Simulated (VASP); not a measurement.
Here is a VASP 6.6.1 calculation.

File INCAR:

```
SYSTEM = WSe2
ALGO = Normal
EDIFF = 1E-6
ENCUT = 500
GGA_COMPAT = .FALSE.
ISIF = 2
ISMEAR = 0
LASPH = .TRUE.
LCHARG = .TRUE.
LELF = .TRUE.
LREAL = .FALSE.
LVHAR = .TRUE.
LWAVE = .FALSE.
NBANDS = 35
NELM = 120
PREC = Accurate
SIGMA = 0.05
```

KPOINTS

```
k-points
0
G
  12 12 2
  0 0 0
```

POSCAR

```
WSe2
1.0
    3.2899984505      0.0000000000      0.0000000000
   -1.6449992252      2.8492222365      0.0000000000
    0.0000000000      0.0000000000     12.9700000000
W Se
2 4
Direct
    0.3372178186      0.6601644017      0.2543194314
    0.6572163416      0.3377361376      0.7472475234
    0.3477955300      0.6830256180      0.6244043106
    0.6594705195      0.3285166216      0.1220357321
    0.3244594486      0.6565377189      0.8743591804
    0.6738403417      0.3340195021      0.3776338221
```

Potentials or basis: VASP PAW LDA potentials, release 64 (W_sv, Se).

The run is started by

```bash
$ cat potpaw_LDA.64/W_sv/POTCAR potpaw_LDA.64/Se/POTCAR > POTCAR
$ mpirun -np 1 vasp_std > vasp.out
```

**Question.** What does it give for the largest force?

**Answer.** 1.746 eV/Å.

**Question.** Predict the pressure.

**Answer.** 0.1 GPa.

Stress tensor (GPa, compression positive):
```
-1.09 -0.67  0.00
-0.67 -1.32  1.12
 0.00  1.12  2.68
```

Caveat: the cell differs from its parent crystal (atoms moved at random); forces of over 1 eV/Å act on the atoms, so gaps and moduli don't describe the material at rest.
